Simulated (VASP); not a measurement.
# Si3C (Pmmm) in VASP: a series of runs

The runs below take Si3C through single point, relaxation of cell and atoms, with PBE.

All numbers are computed with VASP 6.6.1; they aren't measurements. Logs are shortened: lines on timing, memory, paths and dates and some standing lists are left out, and cuts for length are marked.

## Step 1: The cell of the first run

It takes space group Pmmm (No. 47, orthorhombic). Conventional cell: a = 2.513 Å, b = 2.800 Å, c = 7.361 Å, α = 90.00°, β = 90.00°, γ = 90.00°. Within 2.8 Å of Si (site symmetry mm2) lie 2 C at 1.94 Å and 7 Si at 2.51 to 2.80 Å. Si (site symmetry mmm) has 8 Si at 2.51 to 2.80 Å within 3.3 Å. Within 2.6 Å of C (site symmetry mmm) lie 4 Si at 1.94 Å and 2 C at 2.51 Å.

The cell was built from a structure type or drawn by symmetry, and may not be a known phase.

## Step 2: Single point, PBE

INCAR reads:

```
SYSTEM = Si3C
PREC = Accurate ; ENCUT = 520
EDIFF = 1E-6 ; ISMEAR = 0
SIGMA = 0.1 ; LREAL = .False.
LASPH = .True. ; NELM = 80
ALGO = Normal ; ISIF = 2
LWAVE = .False. ; LCHARG = .True.
GGA = PE ; LELF = .True.
LVHAR = .True. ; NBANDS = 16
```

KPOINTS reads:

```
Automatic mesh
0
Gamma
  6 6 2
  0 0 0
```

POSCAR reads:

```
Si3C
1.0
    2.5127878548      0.0000000000      0.0000000000
    0.0000000000      2.7996740524      0.0000000000
    0.0000000000      0.0000000000      7.3613588199
Si C
3 1
Direct
    0.0000000000      0.5000000000      0.1815955687
    0.0000000000      0.0000000000      0.5000000000
    0.0000000000      0.5000000000      0.8184044313
    0.0000000000      0.0000000000      0.0000000000
```

Potentials or basis: VASP PAW PBE potentials, release 64 (Si, C).

On the command line:

```console
> cat potpaw_PBE.64/Si/POTCAR potpaw_PBE.64/C/POTCAR > POTCAR
> mpirun -np 1 vasp_std > vasp.out
```

OUTCAR:

```text
SYSTEM = Si3C
   PREC = Accurate
   ENCUT = 520
   EDIFF = 1E-6
   ISMEAR = 0
   LREAL = .False.
   LASPH = .True.
   NELM = 80
   ISIF = 2
   GGA = PE

 ion  position               nearest neighbor table
   1  0.000  0.500  0.182-   4 1.94   4 1.94   3 2.67   2 2.73   2 2.73
   2  0.000  0.000  0.500-   1 2.73   3 2.73   1 2.73   3 2.73
   3  0.000  0.500  0.818-   4 1.94   4 1.94   1 2.67   2 2.73   2 2.73
   4  0.000  0.000  0.000-   1 1.94   3 1.94   1 1.94   3 1.94

  LATTYP: Found a simple orthorhombic cell.
 ALAT       =     2.5127878548
 B/A-ratio  =     1.1141704808
 C/A-ratio  =     2.9295584209

  Lattice vectors:

 A1 = (   2.5127878548,   0.0000000000,   0.0000000000)
 A2 = (   0.0000000000,   2.7996740524,   0.0000000000)
 A3 = (   0.0000000000,   0.0000000000,   7.3613588199)

Analysis of symmetry for initial positions (statically):
=====================================================================
 Subroutine PRICEL returns:
 Original cell was already a primitive cell.

 Routine SETGRP: Setting up the symmetry group for a
 simple orthorhombic supercell.

 Subroutine GETGRP returns: Found  8 space group operations
 (whereof  8 operations were pure point group operations)
 out of a pool of  8 trial point group operations.

The static configuration has the point symmetry D_2h.

Analysis of symmetry for dynamics (positions and initial velocities):
=====================================================================
 Subroutine PRICEL returns:
 Original cell was already a primitive cell.

 Routine SETGRP: Setting up the symmetry group for a
 simple orthorhombic supercell.

 Subroutine GETGRP returns: Found  8 space group operations
 (whereof  8 operations were pure point group operations)
 out of a pool of  8 trial point group operations.

The dynamic configuration has the point symmetry D_2h.

 Subroutine INISYM returns: Found  8 space group operations
 (whereof  8 operations are pure point group operations),
 and found     1 'primitive' translations

----------------------------------------------------------------------------------------

                                     Primitive cell

  volume of cell :      51.7871

  direct lattice vectors                    reciprocal lattice vectors
     2.512787855  0.000000000  0.000000000     0.397964356  0.000000000  0.000000000
     0.000000000  2.799674052  0.000000000     0.000000000  0.357184437  0.000000000
     0.000000000  0.000000000  7.361358820     0.000000000  0.000000000  0.135844485

  length of vectors
     2.512787855  2.799674052  7.361358820     0.397964356  0.357184437  0.135844485

  position of ions in fractional coordinates (direct lattice)
     0.000000000  0.500000000  0.181595569
     0.000000000  0.000000000  0.500000000
     0.000000000  0.500000000  0.818404431
     0.000000000  0.000000000  0.000000000

  ion indices of the primitive-cell ions
   primitive index   ion index
                 1           1
                 2           2
                 3           3
                 4           4

----------------------------------------------------------------------------------------

 KPOINTS: Automatic mesh

Automatic generation of k-mesh.
 Grid dimensions read from file:
 generate k-points for:    6    6    2

 Generating k-lattice:

  Cartesian coordinates                     Fractional coordinates (reciprocal lattice)
     0.066327393  0.000000000  0.000000000     0.166666667  0.000000000  0.000000000
     0.000000000  0.059530739  0.000000000     0.000000000  0.166666667  0.000000000
     0.000000000  0.000000000  0.067922243     0.000000000  0.000000000  0.500000000

  Length of vectors
     0.066327393  0.059530739  0.067922243

  Shift w.r.t. Gamma in fractional coordinates (k-lattice)
     0.000000000  0.000000000  0.000000000

 Subroutine IBZKPT returns following result:
 ===========================================

 Found     32 irreducible k-points:

 Following reciprocal coordinates:
            Coordinates               Weight
  0.000000  0.000000  0.000000      1.000000
  0.166667  0.000000  0.000000      2.000000
  0.333333  0.000000  0.000000      2.000000
  0.500000  0.000000  0.000000      1.000000
  0.000000  0.166667  0.000000      2.000000
  0.166667  0.166667  0.000000      4.000000
[... 16 lines left out ...]
  0.333333  0.166667  0.500000      4.000000
  0.500000  0.166667  0.500000      2.000000
 [... further k-points ...]
   k-points           NKPTS =     32   k-points in BZ     NKDIM =     32   number of bands    NBANDS=     16
   number of dos      NEDOS =    301   number of ions     NIONS =      4
   total plane-waves  NPLWV =  26880
   dimension x,y,z NGX =    20 NGY =   24 NGZ =   56
   dimension x,y,z NGXF=    40 NGYF=   48 NGZF=  112
   ions per type =               3   1
   NGX,Y,Z   is equivalent  to a cutoff of  13.23, 14.25, 12.65 a.u.
   NGXF,Y,Z  is equivalent  to a cutoff of  26.46, 28.50, 25.29 a.u.
 SYSTEM =  Si3C
   PREC   = accura    normal or accurate (medium, high low for compatibility)
   ISTART =      0    job   : 0-new  1-cont  2-samecut
   ICHARG =      2    charge: 1-file 2-atom 10-const
   ISPIN  =      1    spin polarized calculation?
   LNONCOLLINEAR =      F non collinear calculations
   LSORBIT =      F    spin-orbit coupling
   LASPH  =      T    aspherical Exc in radial PAW
   ENCUT  =  520.0 eV  38.22 Ry    6.18 a.u.   4.67  5.21 13.69*2*pi/ulx,y,z
   NELM   =     80;   NELMIN=  2; NELMDL= -5     # of ELM steps
   EDIFF  = 0.1E-05   stopping-criterion for ELM
   LREAL  =      F    real-space projection
   EDIFFG = 0.1E-04   stopping-criterion for IOM
   NSW    =      0    number of steps for IOM
   IBRION =     -1    ionic relax: 0-MD 1-quasi-New 2-CG
   NFREE  =      0    steps in history (QN), initial steepest desc. (CG)
   ISIF   =      2    stress and relaxation
   ISYM   =      2    0-nonsym 1-usesym 2-fastsym
   POTIM  = 0.5000    time-step for ionic-motion
   TEBEG  =    0.0;   TEEND  =   0.0 temperature during run
   PSTRESS=    0.0 pullay stress
   NELECT =      16.0000    total number of electrons
   NUPDOWN=      -1.0000    fix difference up-down
   EMIN   =  10.00;   EMAX   =-10.00  energy-range for DOS
   EFERMI =   0.00;   METHOD = LEGACY
   ISMEAR =     0;   SIGMA  =   0.10  broadening in eV -4-tet -1-fermi 0-gaus
   EFERMI_NEDOS =   21; number of points for ismear=-14 and -15
   IALGO  =     38    algorithm
   IMIX   =      4    mixing-type and parameters
     AMIX     =   0.40;   BMIX     =  1.00
     AMIX_MAG =   1.60;   BMIX_MAG =  1.00
  volume/ion in A,a.u.               =      12.95        87.37
  Fermi-wavevector in a.u.,A,eV,Ry     =   1.106728  2.091413 16.665066  1.224848
  Thomas-Fermi vector in A             =   2.243233
   LORBIT       =      0    0 simple, 1 ext, 2 COOP (PROOUT), +10 PAW based schemes
   GGA     = PE    functional components
   LHFCALC =     F    Hartree Fock is set to
   AEXX    =    0.0000 exact exchange contribution
   IVDW    =     0    specifies the selected vdW correction
   LEPSILON=     F    determine dielectric tensor
   LRPA    =     F    only Hartree local field effects (RPA)
 non-spin polarized calculation
 Gauss-broadening in eV      SIGMA  =   0.10
  energy-cutoff  :      520.00
  volume of cell :       51.79
 maximum number of plane-waves:      1416
 NGX is ok and might be reduce to    20
   NGX =  9   NGY = 11   NGZ = 27

 number of electron      16.0000000 magnetization

 Free energy of the ion-electron system (eV)
  ---------------------------------------------------
  ext. energy  EPLUGINS =         0.00000000
  ---------------------------------------------------
  free energy    TOTEN  =       -22.80507468 eV

  energy without entropy =      -22.80005410  energy(sigma->0) =      -22.80256439

 E-fermi :   9.0197     XC(G=0): -11.1257

 val. band max:        8.8652848163   @ k =   0.3333   0.3333   0.0000
 cond. band min:       9.0271773136   @ k =   0.5000   0.3333   0.5000
 fundamental gap:      0.1618924973
 Fermi energy:         9.0197058493

 k-point     1 :       0.0000    0.0000    0.0000
  band No.  band energies     occupation
      1      -7.1538      2.00000
      2      -2.6974      2.00000
      3      -2.6379      2.00000
      4       4.1922      2.00000
      5       4.6114      2.00000
      6       6.3701      2.00000
[... 8 lines left out ...]
     15      17.9891      0.00000
     16      18.7809      0.00000

 k-point     2 :       0.1667    0.0000    0.0000
  band No.  band energies     occupation
      1      -6.6384      2.00000
      2      -2.0946      2.00000
      3      -2.0541      2.00000
      4       4.6655      2.00000
      5       5.0242      2.00000
      6       6.6655      2.00000
[... 8 lines left out ...]
     15      18.1437      0.00000
     16      19.1572      0.00000

 k-point     3 :       0.3333    0.0000    0.0000
  band No.  band energies     occupation
      1      -5.2392      2.00000
      2      -0.3961      2.00000
      3      -0.3473      2.00000
      4       3.2471      2.00000
      5       5.7853      2.00000
      6       6.6603      2.00000
[... 8 lines left out ...]
     15      17.6034      0.00000
     16      18.8232      0.00000

 k-point     4 :       0.5000    0.0000    0.0000
  band No.  band energies     occupation
      1      -4.0747      2.00000
      2       1.0106      2.00000
      3       1.2584      2.00000
      4       1.8355      2.00000
      5       4.1043      2.00000
      6       4.6128      2.00000
[... 8 lines left out ...]
     15      17.6226      0.00000
     16      18.4106      0.00000
[... 324 lines left out ...]
 k-point    22 :       0.1667    0.1667    0.5000
  band No.  band energies     occupation
      1      -6.1496      2.00000
      2      -2.6746      2.00000
      3       0.7222      2.00000
      4       1.8149      2.00000
      5       4.2640      2.00000
      6       7.8224      2.00000
[... 8 lines left out ...]
     15      17.0871      0.00000
     16      20.3755      0.00000

 k-point    23 :       0.3333    0.1667    0.5000
  band No.  band energies     occupation
      1      -4.7764      2.00000
      2      -0.9170      2.00000
      3       2.3035      2.00000
      4       2.9427      2.00000
      5       4.4056      2.00000
      6       5.2563      2.00000
[... 8 lines left out ...]
     15      16.1179      0.00000
     16      18.6850      0.00000

 k-point    24 :       0.5000    0.1667    0.5000
  band No.  band energies     occupation
      1      -3.6464      2.00000
      2       1.0125      2.00000
      3       1.5852      2.00000
      4       3.5950      2.00000
      5       4.0509      2.00000
      6       5.3310      2.00000
[... 8 lines left out ...]
     15      16.3557      0.00000
     16      16.8224      0.00000

 [... further k-points ...]

------------------------ aborting loop because EDIFF is reached ----------------------------------------

  FORCE on cell =-STRESS in cart. coord.  units (eV):
  Direction    XX          YY          ZZ          XY          YZ          ZX
  --------------------------------------------------------------------------------------
  -------------------------------------------------------------------------------------
  Total       -0.0043967      0.1188145     -0.0502966     -0.0000000      0.0000000      0.0000000
  in kB       -0.1360229      3.6758596     -1.5560671     -0.0000000      0.0000000      0.0000000
  external PRESSURE =       0.6612565 kB  Pullay stress =       0.0000000 kB

 VOLUME and BASIS-vectors are now :
 -----------------------------------------------------------------------------
  energy-cutoff  :      520.00
  volume of cell :       51.79
      direct lattice vectors                 reciprocal lattice vectors
     2.512787855  0.000000000  0.000000000     0.397964356  0.000000000  0.000000000
     0.000000000  2.799674052  0.000000000     0.000000000  0.357184437  0.000000000
     0.000000000  0.000000000  7.361358820     0.000000000  0.000000000  0.135844485

 POSITION                                       TOTAL-FORCE (eV/Angst)
 -----------------------------------------------------------------------------------
      0.00000      1.39984      1.33679         0.000000      0.000000     -0.006005
      0.00000      0.00000      3.68068         0.000000      0.000000      0.000000
      0.00000      1.39984      6.02457         0.000000      0.000000      0.006005
      0.00000      0.00000      0.00000         0.000000      0.000000      0.000000
 -----------------------------------------------------------------------------------
    total drift:                               -0.000000     -0.000000     -0.000000

  FREE ENERGIE OF THE ION-ELECTRON SYSTEM (eV)
  ---------------------------------------------------
  free  energy   TOTEN  =       -22.8050746813 eV

  energy  without entropy=      -22.8000540968  energy(sigma->0) =      -22.80256439
```

Run time: 13 s. Hardware: 1 thread of AMD EPYC 9R45 (Zen 5), shared host; peak memory 0.14 GiB.

Results:

* Free energy: -22.8051 eV
* Pressure: 0.1 GPa
* Largest force: 0.006 eV/Å
* Band gap on the k mesh: zero (bands 8 and 9 overlap by 4.85 eV)

Forces on the atoms (eV/Å):
```
Si   0.000  0.000 -0.006
Si   0.000  0.000  0.000
Si   0.000  0.000  0.006
C    0.000  0.000  0.000
```

Caveat: the k points lie up to 0.43 Å⁻¹ apart, too coarse for converged energies and pressures of a metal.

## Step 3: Single point, PBE

This run uses another cell than the first one, of 14.92 Å³/atom.

INCAR reads:

```
SYSTEM = Si3C
PREC = Accurate ; ENCUT = 520
EDIFF = 1E-6 ; ISMEAR = 0
SIGMA = 0.1 ; LREAL = .False.
LASPH = .True. ; NELM = 60
ALGO = Normal ; ISIF = 2
LWAVE = .False. ; LCHARG = .False.
GGA = PE ; NBANDS = 16
```

KPOINTS is that of step 2.

POSCAR reads:

```
Si3C
1.0
    2.4973951400      0.0000000000      0.0000000000
    0.0000000000      2.5789798800      0.0000000000
    0.0000000000      0.0000000000      9.2665716900
Si C
3 1
Direct
    0.0000000000      0.5000000000      0.2560429900
    0.0000000000      0.0000000000      0.5000000000
    0.0000000000      0.5000000000      0.7439570100
    0.0000000000      0.0000000000      0.0000000000
```

Potentials or basis: VASP PAW PBE potentials, release 64 (Si, C).

On the command line:

```console
> cat potpaw_PBE.64/Si/POTCAR potpaw_PBE.64/C/POTCAR > POTCAR
> mpirun -np 1 vasp_std > vasp.out
```

Wall time 13 s (1 thread of AMD EPYC 9R45 (Zen 5), shared host); peak memory 0.14 GiB.

Results (log left out):

```yaml
Free_energy: -19.7943 eV
Pressure: -10.3 GPa
Largest_force: 1.522 eV/Å
Band_gap_on_the_k_mesh: zero (bands 8 and 9 overlap by 5.44 eV)
```

Forces on the atoms (eV/Å):
```
Si   0.000  0.000 -1.522
Si   0.000  0.000  0.000
Si   0.000  0.000  1.522
C    0.000  0.000  0.000
```

Stress tensor (GPa, compression positive):
```
 -7.00   0.00   0.00
  0.00  -9.21   0.00
  0.00   0.00 -14.59
```

Levels at points of the mesh, in eV from the Fermi level:
| k point | band 6 | band 7 | band 8 | band 9 | band 10 | band 11 |
| --- | --- | --- | --- | --- | --- | --- |
| (0.00, 0.00, 0.00) | 0.03 | 0.65 | 3.12 | 3.85 | 6.03 | 6.90 |
| (0.50, 0.00, 0.00) | -4.26 | -3.28 | -2.71 | -2.02 | 2.54 | 3.02 |
| (0.00, 0.50, 0.00) | -5.34 | -3.16 | -2.25 | -1.56 | -0.62 | 3.15 |
| (0.50, 0.50, 0.00) | -2.26 | -2.13 | -1.82 | -1.56 | -1.46 | 0.77 |
| (0.00, 0.00, 0.50) | -3.05 | 3.12 | 3.42 | 3.85 | 5.80 | 5.98 |
| (0.50, 0.00, 0.50) | -4.89 | -3.41 | -2.87 | 0.01 | 0.27 | 3.45 |
| (0.00, 0.50, 0.50) | -4.44 | -4.33 | -3.75 | 0.41 | 1.11 | 1.22 |
| (0.50, 0.50, 0.50) | -2.32 | -2.23 | -1.86 | -1.51 | -0.69 | -0.45 |

Caveat: the k points lie up to 0.42 Å⁻¹ apart, too coarse for converged energies and pressures of a metal; forces of over 1 eV/Å act on the atoms, so gaps and moduli don't describe the material at rest.

(Part 1 of 3 ends here.)
